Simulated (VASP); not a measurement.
# Al2O3 (P-6m2) in VASP: a series of runs

Runs on Al2O3. Level: PBE+D3(BJ). Tasks: single point.

All numbers are computed with VASP 6.6.1; they aren't measurements. Logs are shortened: lines on timing, memory, paths and dates and some standing lists are left out, and cuts for length are marked.

## 1. The cell of the first run

It takes space group P-6m2 (No. 187, hexagonal). The conventional cell has a = 2.789 Å, b = 2.789 Å, c = 7.096 Å, α = 90.00°, β = 90.00°, γ = 120.00°. Within 2.4 Å of Al (site symmetry 3m) lie 6 O at 1.80 to 2.10 Å. O (site symmetry 3m) has 3 Al at 1.80 Å within 2.4 Å. O (site symmetry -6m2) has 6 Al at 2.10 Å and 12 O at 2.70 to 2.79 Å within 2.8 Å.

## 2. Single point, PBE+D3(BJ)

Contents of INCAR:

```
SYSTEM = Al2O3
PREC = Accurate
ENCUT = 520
EDIFF = 1E-7
ISMEAR = 0
SIGMA = 0.05
LREAL = .False.
LASPH = .True.
NELM = 100
ALGO = Normal
ISIF = 2
LWAVE = .False.
LCHARG = .False.
GGA = PE
IVDW = 12
NBANDS = 20
```

Contents of KPOINTS:

```
Automatic mesh
0
Gamma
  9 9 4
  0 0 0
```

Contents of POSCAR:

```
Al2O3
1.0
    2.7886129015      0.0000000000      0.0000000000
   -1.3943064508      2.4150096140      0.0000000000
    0.0000000000      0.0000000000      7.0962667811
Al O
2 3
Direct
    0.0000000000      0.0000000000      0.1907358529
    0.0000000000      0.0000000000      0.8092641471
    0.3333333333      0.6666666667      0.3046509742
    0.6666666667      0.3333333333      0.0000000000
    0.3333333333      0.6666666667      0.6953490258
```

Potentials or basis: VASP PAW PBE potentials, release 64 (Al, O).

Launch:

```bash
> cat potpaw_PBE.64/Al/POTCAR potpaw_PBE.64/O/POTCAR > POTCAR
> mpirun -np 1 vasp_std > vasp.out
```

OUTCAR:

```text
SYSTEM = Al2O3
   PREC = Accurate
   ENCUT = 520
   EDIFF = 1E-7
   ISMEAR = 0
   LREAL = .False.
   LASPH = .True.
   NELM = 100
   ISIF = 2
   GGA = PE
   IVDW = 12
 IVDW          = 12

 ion  position               nearest neighbor table
   1  0.000  0.000  0.191-   3 1.80   3 1.80   3 1.80   4 2.10   4 2.10   4 2.10   2 2.71
   2  0.000  0.000  0.809-   5 1.80   5 1.80   5 1.80   4 2.10   4 2.10   4 2.10   1 2.71
   3  0.333  0.667  0.305-   1 1.80   1 1.80   1 1.80
   4  0.667  0.333  0.000-   1 2.10   2 2.10   1 2.10   2 2.10   1 2.10   2 2.10
   5  0.333  0.667  0.695-   2 1.80   2 1.80   2 1.80

  LATTYP: Found a hexagonal cell.
 ALAT       =     2.7886129015
 C/A-ratio  =     2.5447299542

  Lattice vectors:

 A1 = (   2.7886129015,   0.0000000000,   0.0000000000)
 A2 = (  -1.3943064508,   2.4150096140,   0.0000000000)
 A3 = (   0.0000000000,   0.0000000000,   7.0962667811)

Analysis of symmetry for initial positions (statically):
=====================================================================
 Subroutine PRICEL returns:
 Original cell was already a primitive cell.

 Routine SETGRP: Setting up the symmetry group for a
 hexagonal supercell.

 Subroutine GETGRP returns: Found 12 space group operations
 (whereof 12 operations were pure point group operations)
 out of a pool of 24 trial point group operations.

The static configuration has the point symmetry D_3h.

Analysis of symmetry for dynamics (positions and initial velocities):
=====================================================================
 Subroutine PRICEL returns:
 Original cell was already a primitive cell.

 Routine SETGRP: Setting up the symmetry group for a
 hexagonal supercell.

 Subroutine GETGRP returns: Found 12 space group operations
 (whereof 12 operations were pure point group operations)
 out of a pool of 24 trial point group operations.

The dynamic configuration has the point symmetry D_3h.

 Subroutine INISYM returns: Found 12 space group operations
 (whereof 12 operations are pure point group operations),
 and found     1 'primitive' translations

----------------------------------------------------------------------------------------

                                     Primitive cell

  volume of cell :      47.7900

  direct lattice vectors                    reciprocal lattice vectors
     2.788612902  0.000000000  0.000000000     0.358601224  0.207038513  0.000000000
    -1.394306451  2.415009614  0.000000000     0.000000000  0.414077027  0.000000000
     0.000000000  0.000000000  7.096266781     0.000000000  0.000000000  0.140919166

  length of vectors
     2.788612902  2.788612902  7.096266781     0.414077027  0.414077027  0.140919166

  position of ions in fractional coordinates (direct lattice)
     0.000000000  0.000000000  0.190735853
     0.000000000  0.000000000  0.809264147
     0.333333333  0.666666667  0.304650974
     0.666666667  0.333333333  0.000000000
     0.333333333  0.666666667  0.695349026

  ion indices of the primitive-cell ions
   primitive index   ion index
                 1           1
                 2           2
                 3           3
                 4           4
                 5           5

----------------------------------------------------------------------------------------

 KPOINTS: Automatic mesh

Automatic generation of k-mesh.
 Grid dimensions read from file:
 generate k-points for:    9    9    4

 Generating k-lattice:

  Cartesian coordinates                     Fractional coordinates (reciprocal lattice)
     0.039844580  0.023004279  0.000000000     0.111111111  0.000000000  0.000000000
     0.000000000  0.046008559  0.000000000     0.000000000  0.111111111  0.000000000
     0.000000000  0.000000000  0.035229792     0.000000000  0.000000000  0.250000000

  Length of vectors
     0.046008559  0.046008559  0.035229792

  Shift w.r.t. Gamma in fractional coordinates (k-lattice)
     0.000000000  0.000000000  0.000000000

 Subroutine IBZKPT returns following result:
 ===========================================

 Found     36 irreducible k-points:

 Following reciprocal coordinates:
            Coordinates               Weight
  0.000000  0.000000  0.000000      1.000000
  0.111111  0.000000  0.000000      6.000000
  0.222222  0.000000  0.000000      6.000000
  0.333333 -0.000000  0.000000      6.000000
  0.444444  0.000000  0.000000      6.000000
  0.111111  0.111111  0.000000      6.000000
[... 16 lines left out ...]
  0.333333  0.222222  0.250000     24.000000
  0.333333  0.333333  0.250000      4.000000
 [... further k-points ...]
   k-points           NKPTS =     36   k-points in BZ     NKDIM =     36   number of bands    NBANDS=     20
   number of dos      NEDOS =    301   number of ions     NIONS =      5
   total plane-waves  NPLWV =  31104
   dimension x,y,z NGX =    24 NGY =   24 NGZ =   54
   dimension x,y,z NGXF=    48 NGYF=   48 NGZF=  108
   ions per type =               2   3
   NGX,Y,Z   is equivalent  to a cutoff of  14.31, 14.31, 12.65 a.u.
   NGXF,Y,Z  is equivalent  to a cutoff of  28.62, 28.62, 25.30 a.u.
 SYSTEM =  Al2O3
   PREC   = accura    normal or accurate (medium, high low for compatibility)
   ISTART =      0    job   : 0-new  1-cont  2-samecut
   ICHARG =      2    charge: 1-file 2-atom 10-const
   ISPIN  =      1    spin polarized calculation?
   LNONCOLLINEAR =      F non collinear calculations
   LSORBIT =      F    spin-orbit coupling
   LASPH  =      T    aspherical Exc in radial PAW
   ENCUT  =  520.0 eV  38.22 Ry    6.18 a.u.   5.18  5.18 13.19*2*pi/ulx,y,z
   NELM   =    100;   NELMIN=  2; NELMDL= -5     # of ELM steps
   EDIFF  = 0.1E-06   stopping-criterion for ELM
   LREAL  =      F    real-space projection
   EDIFFG = 0.1E-05   stopping-criterion for IOM
   NSW    =      0    number of steps for IOM
   IBRION =     -1    ionic relax: 0-MD 1-quasi-New 2-CG
   NFREE  =      0    steps in history (QN), initial steepest desc. (CG)
   ISIF   =      2    stress and relaxation
   ISYM   =      2    0-nonsym 1-usesym 2-fastsym
   POTIM  = 0.5000    time-step for ionic-motion
   TEBEG  =    0.0;   TEEND  =   0.0 temperature during run
   PSTRESS=    0.0 pullay stress
   NELECT =      24.0000    total number of electrons
   NUPDOWN=      -1.0000    fix difference up-down
   EMIN   =  10.00;   EMAX   =-10.00  energy-range for DOS
   EFERMI =   0.00;   METHOD = LEGACY
   ISMEAR =     0;   SIGMA  =   0.05  broadening in eV -4-tet -1-fermi 0-gaus
   EFERMI_NEDOS =   21; number of points for ismear=-14 and -15
   IALGO  =     38    algorithm
   IMIX   =      4    mixing-type and parameters
     AMIX     =   0.40;   BMIX     =  1.00
     AMIX_MAG =   1.60;   BMIX_MAG =  1.00
  volume/ion in A,a.u.               =       9.56        64.50
  Fermi-wavevector in a.u.,A,eV,Ry     =   1.301266  2.459037 23.038669  1.693294
  Thomas-Fermi vector in A             =   2.432411
   LORBIT       =      0    0 simple, 1 ext, 2 COOP (PROOUT), +10 PAW based schemes
   GGA     = PE    functional components
   LHFCALC =     F    Hartree Fock is set to
   AEXX    =    0.0000 exact exchange contribution
   IVDW    =    12    specifies the selected vdW correction
   LEPSILON=     F    determine dielectric tensor
   LRPA    =     F    only Hartree local field effects (RPA)
 non-spin polarized calculation
 Gauss-broadening in eV      SIGMA  =   0.05
  energy-cutoff  :      520.00
  volume of cell :       47.79
 maximum number of plane-waves:      1303
 NGX is ok and might be reduce to    24
   NGX = 11   NGY = 11   NGZ = 27

 number of electron      24.0000007 magnetization

 Free energy of the ion-electron system (eV)
  ---------------------------------------------------
  ext. energy  EPLUGINS =         0.00000000
  ---------------------------------------------------
  free energy    TOTEN  =       -35.91675711 eV

  energy without entropy =      -35.91675711  energy(sigma->0) =      -35.91675711

 E-fermi :   4.9693     XC(G=0): -10.8442

 val. band max:        4.7434454887   @ k =   0.3333   0.3333   0.5000
 cond. band min:       9.0856404457   @ k =   0.0000   0.0000   0.0000
 fundamental gap:      4.3421949571
 Fermi energy:         4.9693164889

 k-point     1 :       0.0000    0.0000    0.0000
  band No.  band energies     occupation
      1     -15.3111      2.00000
      2     -13.0474      2.00000
      3     -12.5116      2.00000
      4      -1.5657      2.00000
      5       1.7918      2.00000
      6       2.4858      2.00000
[... 12 lines left out ...]
     19      19.5152      0.00000
     20      20.4910      0.00000

 k-point     2 :       0.1111    0.0000    0.0000
  band No.  band energies     occupation
      1     -15.1503      2.00000
      2     -12.9165      2.00000
      3     -12.4267      2.00000
      4      -1.4653      2.00000
      5       1.2463      2.00000
      6       2.3388      2.00000
[... 12 lines left out ...]
     19      19.6830      0.00000
     20      19.8593      0.00000

 k-point     3 :       0.2222    0.0000    0.0000
  band No.  band energies     occupation
      1     -14.7063      2.00000
      2     -12.5644      2.00000
      3     -12.2111      2.00000
      4      -1.2575      2.00000
      5      -0.1808      2.00000
      6       1.9952      2.00000
[... 12 lines left out ...]
     19      19.3139      0.00000
     20      20.2706      0.00000

 k-point     4 :       0.3333   -0.0000    0.0000
  band No.  band energies     occupation
      1     -14.1120      2.00000
      2     -12.1207      2.00000
      3     -11.9773      2.00000
      4      -1.6420      2.00000
      5      -1.2392      2.00000
      6       0.7775      2.00000
[... 429 lines left out ...]
 k-point    23 :       0.3333    0.2222    0.2500
  band No.  band energies     occupation
      1     -13.4593      2.00000
      2     -11.7696      2.00000
      3     -11.6644      2.00000
      4      -2.1047      2.00000
      5      -1.1651      2.00000
      6      -0.3122      2.00000
[... 12 lines left out ...]
     19      18.2363      0.00000
     20      19.4471      0.00000

 k-point    24 :       0.3333    0.3333    0.2500
  band No.  band energies     occupation
      1     -13.3335      2.00000
      2     -11.7061      2.00000
      3     -11.5977      2.00000
      4      -1.9022      2.00000
      5      -0.9848      2.00000
      6      -0.9017      2.00000
[... 12 lines left out ...]
     19      18.1702      0.00000
     20      19.4162      0.00000

 [... further k-points ...]

------------------------ aborting loop because EDIFF is reached ----------------------------------------

 Edisp (eV)   -1.05502

 E8    (eV) :    -0.3990

  FORCE on cell =-STRESS in cart. coord.  units (eV):
  Direction    XX          YY          ZZ          XY          YZ          ZX
  --------------------------------------------------------------------------------------
  -------------------------------------------------------------------------------------
  Total       2.85457     2.85457    -0.49085    -0.00000    -0.00000     0.00000
  in kB      95.70057    95.70057   -16.45589    -0.00000    -0.00000     0.00000
  external pressure =       58.32 kB  Pullay stress =        0.00 kB

 VOLUME and BASIS-vectors are now :
 -----------------------------------------------------------------------------
  energy-cutoff  :      520.00
  volume of cell :       47.79
      direct lattice vectors                 reciprocal lattice vectors
     2.788612902  0.000000000  0.000000000     0.358601224  0.207038513  0.000000000
    -1.394306451  2.415009614  0.000000000     0.000000000  0.414077027  0.000000000
     0.000000000  0.000000000  7.096266781     0.000000000  0.000000000  0.140919166

 POSITION                                       TOTAL-FORCE (eV/Angst)
 -----------------------------------------------------------------------------------
      0.00000      0.00000      1.35351        -0.000000     -0.000000      2.301403
      0.00000      0.00000      5.74275        -0.000000     -0.000000     -2.301403
     -0.00000      1.61001      2.16188         0.000000      0.000000     -1.831809
      1.39431      0.80500      0.00000         0.000000     -0.000000      0.000000
     -0.00000      1.61001      4.93438        -0.000000      0.000000      1.831809
 -----------------------------------------------------------------------------------
    total drift:                                0.000000     -0.000000      0.000000

  FREE ENERGIE OF THE ION-ELECTRON SYSTEM (eV)
  ---------------------------------------------------
  free  energy   TOTEN  =       -36.9717733810 eV

  energy  without entropy=      -36.9717733810  energy(sigma->0) =      -36.97177338
```

It took 38 s on 1 thread of Intel Xeon Platinum 8175M at 2.50GHz (Skylake/Cascade Lake), shared host; peak memory 0.2 GiB.

What came out:

```
Free energy                : -36.9718 eV
Pressure                   : 5.8 GPa
Largest force              : 2.301 eV/Å
Band gap on the k mesh     : 4.34 eV, indirect (least direct gap 4.46 eV)
Dispersion energy per atom : -0.211 eV
```

Forces in eV/Å, atoms in the order of the input:
```
Al   0.000  0.000  2.301
Al   0.000  0.000 -2.301
O    0.000  0.000 -1.832
O    0.000  0.000  0.000
O    0.000  0.000  1.832
```

Caveat: forces of over 1 eV/Å act on the atoms, so gaps and moduli don't describe the material at rest. A k mesh can miss the band edges.

## 3. Single point, PBE+D3(BJ)

Contents of INCAR:

```
PREC = Accurate
ENCUT = 520
EDIFF = 1E-6
ISMEAR = 0
SIGMA = 0.05
LREAL = F
LASPH = T
NELM = 60
ALGO = Normal
ISIF = 2
LWAVE = F
LCHARG = T
GGA = PE
IVDW = 12
LELF = T
LVHAR = T
NBANDS = 20
```

Contents of KPOINTS:

```
regular mesh
0
Gamma
  9 9 4
```

POSCAR: that of step 2 with these lines changed.

```diff
@@ -10,4 +10,4 @@
     0.0000000000      0.0000000000      0.8092641471
-    0.3333333333      0.6666666667      0.3046509742
+    0.3333333333      0.6666666667      0.2909453217
     0.6666666667      0.3333333333      0.0000000000
-    0.3333333333      0.6666666667      0.6953490258
+    0.3333333333      0.6666666667      0.7090546783
```

Potentials or basis: VASP PAW PBE potentials, release 64 (Al, O).

Launch:

```bash
> cat potpaw_PBE.64/Al/POTCAR potpaw_PBE.64/O/POTCAR > POTCAR
> mpirun -np 1 vasp_std > vasp.out
```

OUTCAR:

```text
PREC = Accurate
   ENCUT = 520
   EDIFF = 1E-6
   ISMEAR = 0
   LREAL = F
   LASPH = T
   NELM = 60
   ISIF = 2
   GGA = PE
   IVDW = 12
 IVDW          = 12

 ion  position               nearest neighbor table
   1  0.000  0.000  0.191-   3 1.76   3 1.76   3 1.76   4 2.10   4 2.10   4 2.10   2 2.71
   2  0.000  0.000  0.809-   5 1.76   5 1.76   5 1.76   4 2.10   4 2.10   4 2.10   1 2.71
   3  0.333  0.667  0.291-   1 1.76   1 1.76   1 1.76
   4  0.667  0.333  0.000-   1 2.10   2 2.10   1 2.10   2 2.10   1 2.10   2 2.10
   5  0.333  0.667  0.709-   2 1.76   2 1.76   2 1.76

  LATTYP: Found a hexagonal cell.
 ALAT       =     2.7886129015
 C/A-ratio  =     2.5447299542

  Lattice vectors:

 A1 = (   2.7886129015,   0.0000000000,   0.0000000000)
 A2 = (  -1.3943064508,   2.4150096140,   0.0000000000)
 A3 = (   0.0000000000,   0.0000000000,   7.0962667811)

Analysis of symmetry for initial positions (statically):
=====================================================================
 Subroutine PRICEL returns:
 Original cell was already a primitive cell.

[... 176 lines left out ...]
 E-fermi :   4.8041     XC(G=0): -10.7514

 val. band max:        4.5796717697   @ k =   0.1111   0.0000   0.0000
 cond. band min:       9.6307329349   @ k =   0.0000   0.0000   0.0000
 fundamental gap:      5.0510611652
 Fermi energy:         4.8040600258

 k-point     1 :       0.0000    0.0000    0.0000
  band No.  band energies     occupation
      1     -15.1622      2.00000
      2     -13.5108      2.00000
      3     -12.5794      2.00000
      4      -1.1781      2.00000
      5       1.7536      2.00000
      6       2.7527      2.00000
[... 541 lines left out ...]
     19      17.9406      0.00000
     20      18.7605      0.00000

 [... further k-points ...]

------------------------ aborting loop because EDIFF is reached ----------------------------------------

 Edisp (eV)   -1.05683

 E8    (eV) :    -0.3997

  FORCE on cell =-STRESS in cart. coord.  units (eV):
  Direction    XX          YY          ZZ          XY          YZ          ZX
  --------------------------------------------------------------------------------------
  -------------------------------------------------------------------------------------
  Total       5.06422     5.06422     2.33796    -0.00000    -0.00000     0.00000
  in kB     169.77969   169.77969    78.38104    -0.00000    -0.00000     0.00000
  external pressure =      139.31 kB  Pullay stress =        0.00 kB

 VOLUME and BASIS-vectors are now :
 -----------------------------------------------------------------------------
  energy-cutoff  :      520.00
  volume of cell :       47.79
      direct lattice vectors                 reciprocal lattice vectors
     2.788612902  0.000000000  0.000000000     0.358601224  0.207038513  0.000000000
    -1.394306451  2.415009614  0.000000000     0.000000000  0.414077027  0.000000000
     0.000000000  0.000000000  7.096266781     0.000000000  0.000000000  0.140919166

 POSITION                                       TOTAL-FORCE (eV/Angst)
 -----------------------------------------------------------------------------------
      0.00000      0.00000      1.35351         0.000000      0.000000      0.591276
      0.00000      0.00000      5.74275        -0.000000      0.000000     -0.591276
     -0.00000      1.61001      2.06463         0.000000     -0.000000      0.093893
      1.39431      0.80500      0.00000        -0.000000      0.000000      0.000000
     -0.00000      1.61001      5.03164        -0.000000      0.000000     -0.093893
 -----------------------------------------------------------------------------------
    total drift:                                0.000000     -0.000000      0.000000

  FREE ENERGIE OF THE ION-ELECTRON SYSTEM (eV)
  ---------------------------------------------------
  free  energy   TOTEN  =       -37.1424193114 eV

  energy  without entropy=      -37.1424193114  energy(sigma->0) =      -37.14241931
```

stdout:

```text
POSCAR found type information on POSCAR AlO
 POSCAR found :  2 types and       5 ions
 scaLAPACK will be used
 LDA part: xc-table for (Slater+PW92), standard interpolation
 POSCAR, INCAR and KPOINTS ok, starting setup
 FFT: planning ... GRIDC
 FFT: planning ... GRID_SOFT
 FFT: planning ... GRID
 WAVECAR not read
 entering main loop
```

It took 31 s on 1 thread of Intel Xeon Platinum 8175M at 2.50GHz (Skylake/Cascade Lake), shared host; peak memory 0.2 GiB.

What came out:

```
Free energy                : -37.1424 eV
Pressure                   : 13.9 GPa
Largest force              : 0.591 eV/Å
Band gap on the k mesh     : 5.05 eV, indirect (least direct gap 5.17 eV)
Dispersion energy per atom : -0.211 eV
```

Forces in eV/Å, atoms in the order of the input:
```
Al   0.000  0.000  0.591
Al   0.000  0.000 -0.591
O    0.000  0.000  0.094
O    0.000  0.000  0.000
O    0.000  0.000 -0.094
```

A k mesh can miss the band edges. PBE gaps usually lie below the measured ones, often by a third to a half.

[end of part 1 of 2]
